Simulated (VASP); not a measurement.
Write the native input for VASP 6.6.1 that does the following.

| Property | Result |
| --- | --- |
| Task | single point |
| Functional | PBE |
| Potentials or basis | VASP PAW PBE potentials, release 64 (Mg, Se) |
| Cutoff | 520 eV |
| k mesh | 12 × 12 × 14 |
| Occupations | gaussian, width 0.1 eV |
| Spin | no spin polarisation |
| Dipole correction | no |
| Further INCAR settings | ALGO = Normal; EDIFF = 1e-07; NBANDS = 18 |

The structure of MgSe3 lies in POSCAR:

```
MgSe3
1.0
    5.4937923954      0.0000000000      0.0000000000
   -2.7468961977      4.7577637776      0.0000000000
    0.0000000000      0.0000000000      3.5852892604
Mg Se
1 3
Direct
    0.0000000000      0.0000000000      0.0000000000
    0.5000000000      0.0000000000      0.5000000000
    0.0000000000      0.5000000000      0.5000000000
    0.5000000000      0.5000000000      0.5000000000
```

The cell was built from a structure type or drawn by symmetry, and may not be a known phase.

One way to write it, as run:

INCAR

```
SYSTEM = MgSe3
  ALGO = Normal
  EDIFF = 1E-7
  ENCUT = 520
  GGA = PE
  ISIF = 2
  ISMEAR = 0
  LASPH = .True.
  LCHARG = .True.
  LELF = .True.
  LREAL = .False.
  LVHAR = .True.
  LWAVE = .False.
  NBANDS = 18
  NELM = 80
  PREC = Accurate
  SIGMA = 0.1
```

KPOINTS

```
k-points
0
Gamma
  12 12 14
  0 0 0
```

Potentials or basis: VASP PAW PBE potentials, release 64 (Mg, Se).

Run with:

```console
$ cat potpaw_PBE.64/Mg/POTCAR potpaw_PBE.64/Se/POTCAR > POTCAR
$ mpirun -np 1 vasp_std > vasp.out
```

It gave:

```yaml
Pressure: 0.0 GPa
Band_gap_on_the_k_mesh: zero (bands 10 and 11 overlap by 2.74 eV)
```

Run time: 3 min on 1 thread of Intel(R) Xeon(R) Platinum 8488C (Sapphire Rapids) (shared host), peak memory 0.38 GiB.
